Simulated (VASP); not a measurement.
A run of VASP 6.6.1 is set up as follows.

Contents of INCAR:

```
ALGO = Normal
EDIFF = 1E-6
ENCUT = 520
GGA = CA
ISIF = 2
ISMEAR = 1
LASPH = T
LCHARG = F
LREAL = F
LWAVE = F
NBANDS = 12
NELM = 100
PREC = Accurate
SIGMA = 1.0
```

File KPOINTS:

```
k-points
0
Gamma
  13 13 13
```

The input POSCAR:

```
Ag
1.0
    0.0000000000      1.9996579419      1.9996579419
    1.9996579419      0.0000000000      1.9996579419
    1.9996579419      1.9996579419      0.0000000000
Ag
1
Direct
    0.0000000000      0.0000000000      0.0000000000
```

Potentials or basis: VASP PAW LDA potentials, release 64 (Ag).

Command:

```bash
$ cat potpaw_LDA.64/Ag/POTCAR > POTCAR
$ mpirun -np 1 vasp_std > vasp.out
```

(1) Estimate the pressure.

Results:

(1) 0.3 GPa.
